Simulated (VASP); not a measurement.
Runs of VASP 6.6.1 on Al2P3. The structure is that of space group P6/mmm (No. 191), or close to it. The cells are those of the table. 

```csv
task,cell,k mesh,cutoff (eV),gap on the mesh (eV),pressure (GPa),relaxed volume (Å³/atom),largest force (eV/Å)
relaxation of cell and atoms,"relaxed from a = 4.519, b = 4.519, c = 6.797 Å, angles 90.0, 90.0, 120.0°, 5 atoms",12 × 12 × 6,600,none,0.0,24.43,-
single point,"a = 4.054, b = 4.054, c = 6.923 Å, angles 90.0, 90.0, 120.0°, 5 atoms",6 × 6 × 4,520,none,(b),-,3.81
single point,"a = 4.599, b = 4.599, c = 6.679 Å, angles 90.0, 90.0, 120.0°, 5 atoms",12 × 12 × 6,520,none,-0.1,-,0.03
relaxation of cell and atoms,"relaxed from a = 4.054, b = 4.054, c = 6.923 Å, angles 90.0, 90.0, 120.0°, 5 atoms",6 × 6 × 4,600,none,0.0,(a),0.01
single point,"a = 4.519, b = 4.519, c = 6.797 Å, angles 90.0, 90.0, 120.0°, 5 atoms",6 × 6 × 4,520,none,0.2,-,0.03
```

Alike in all rows: level PBE; potentials or basis VASP PAW PBE potentials, release 64 (Al, P); no spin polarisation; smearing gaussian 0.1 eV.

Task: Estimate the missing entries.

Result: (a) 24.18; (b) 23.4.

Caveats: this functional lacks dispersion, which binds the layers, so the pressure and a relaxed spacing across them are unreliable (some runs); forces of over 1 eV/Å act on the atoms, so gaps and moduli don't describe the material at rest (some runs); the volume moved by over 15 % at a fixed basis, so the end points are rough (some runs).

A gap of «none» marks levels without a gap at the run's occupations.
